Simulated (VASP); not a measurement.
Crystal: Ni.

```xyz
2
Lattice="2.4918 0.0000 0.0000 -1.2459 2.1579 0.0000 0.0000 0.0000 4.0690" Properties=species:S:1:pos:R:3 pbc="T T T"
Ni    0.0000    1.4386    1.0173
Ni    1.2459    0.7193    3.0518
```

This isn't the form of Ni at room conditions, which is fcc.

- Program: VASP 6.6.1
- Task: relaxation of cell and atoms
- Functional: PBEsol
- Potentials or basis: VASP PAW PBE potentials, release 64 (Ni)
- Cutoff: 600 eV
- k mesh: 14 × 14 × 8
- Occupations: fermi-dirac, width 0.05 eV
- Spin: collinear spin, ferromagnetic start
- Starting moments: [0.8, 0.8] μB

At the start: pressure -9.9 GPa; volume 10.94 Å³/atom.

How do energy, volume and symmetry change on relaxing?

Over 6 steps the energy falls by 17.6 meV/atom and the volume is 10.39 Å³/atom (-5.0 %); space group P6_3/mmc (No. 194, to 0.1 Å) before and after; moment 1.19 μB per cell.

The path:
| step | energy change (eV) | largest force (eV/Å) | pressure (GPa) | volume (Å³) |
| --- | --- | --- | --- | --- |
| 1 | 0.0000 | 0.0000 | -9.95 | 21.88 |
| 2 | 0.0021 | 0.0000 | 12.50 | 19.80 |
| 3 | -0.0349 | 0.0000 | -0.24 | 20.81 |
| 4 | -0.0350 | 0.0000 | 0.17 | 20.79 |
| 5 | -0.0351 | 0.0000 | 0.12 | 20.79 |
| 6 | -0.0351 | 0.0000 | 0.09 | 20.79 |

Final structure:
```
Ni
1.0
     2.44529    0.00000    0.00000
    -1.22265    2.11768    0.00000
     0.00000    0.00000    4.01446
Ni
2
Direct
  0.33333 0.66667 0.25000
  0.66667 0.33333 0.75000
```

Caveat: the PAW data sets were made with another functional, which shifts forces and pressure a little.
